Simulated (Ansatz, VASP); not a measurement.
## One calculation of BN, two programs

```xyz
2
Lattice="2.4741 0.0000 0.0000 -1.2299 2.1468 0.0000 -0.6221 -1.0734 2.9817" Properties=species:S:1:pos:R:3 pbc="T T T"
N     0.6324   -0.3437    2.9370
B     1.2131    2.1095    0.0054
```

Change from the starting cell: volume scaled by 0.96.

Alike in both runs: task single point; functional PBEsol; k mesh 13 × 13 × 9; occupations fermi-dirac, width 0.05 eV; no spin polarisation.

|  | VASP | Ansatz |
| --- | --- | --- |
| version | VASP 6.6.1 | Ansatz 0.2.0 |
| potentials or method | VASP PAW PBE potentials, release 64 (N, B), cutoff 520 eV | all-electron LAPW, scalar-relativistic |

```csv
,VASP,Ansatz,Ansatz less VASP
gap on the k mesh at the Fermi level (eV),2.68,2.68,+0.007
least direct gap on the mesh (eV),4.56,4.57,+0.006
pressure (GPa),13.8,13.4,-0.35
"traceless stress, the component that is largest in VASP (GPa)",11.92,11.59,-0.330
rms of the force components (eV/Å),1.731,1.733,+0.0026
```

VASP's potentials were made for PBE, not for PBEsol. Atom by atom the forces differ by 0.003 eV/Å (rms over components). Ansatz ran all-electron here, and VASP with PAW potentials.
